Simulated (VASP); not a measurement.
## ZnSiP2: single point with r2SCAN

The system is ZnSiP2.

```
Zn P Si
1.0
    -2.68670    2.68670    5.23003
     2.68670   -2.68670    5.23003
     2.68670    2.68670   -5.23003
Zn P Si
2 4 2
Direct
  0.75000 0.25000 0.50000
  0.00000 0.00000 0.00000
  0.14230 0.62500 0.01730
  0.60770 0.12500 0.98270
  0.87500 0.85770 0.48270
  0.37500 0.39230 0.51730
  0.25000 0.75000 0.50000
  0.50000 0.50000 0.00000
```

| Quantity | Value |
| --- | --- |
| Program | VASP 6.6.1 |
| Task | single point |
| Functional | r2SCAN |
| Potentials or basis | VASP PAW PBE potentials, release 64 (Zn, P, Si) |
| Cutoff | 550 eV |
| k mesh | 5 × 5 × 5 |
| Occupations | fermi-dirac, width 0.05 eV |
| Spin | no spin polarisation |

```yaml
Pressure: 0.0 GPa
Band_gap_on_the_k_mesh: 1.57 eV
```

Levels at points of the mesh, in eV from the valence-band top:
| k point | band 22 | band 23 | band 24 | band 25 | band 26 | band 27 | band 28 | band 29 | band 30 | band 31 |
| --- | --- | --- | --- | --- | --- | --- | --- | --- | --- | --- |
| (0.00, 0.00, 0.00) | -2.43 | -2.43 | -0.13 | -0.13 | 0.00 | 1.57 | 2.19 | 3.21 | 3.63 | 3.63 |

Run time: 17 min on 1 thread of Oxide Virtual Turin-like Processor (shared host), peak memory 0.4 GiB.

Caveat: the PAW data sets were made with another functional, which shifts forces and pressure a little. A k mesh can miss the band edges.
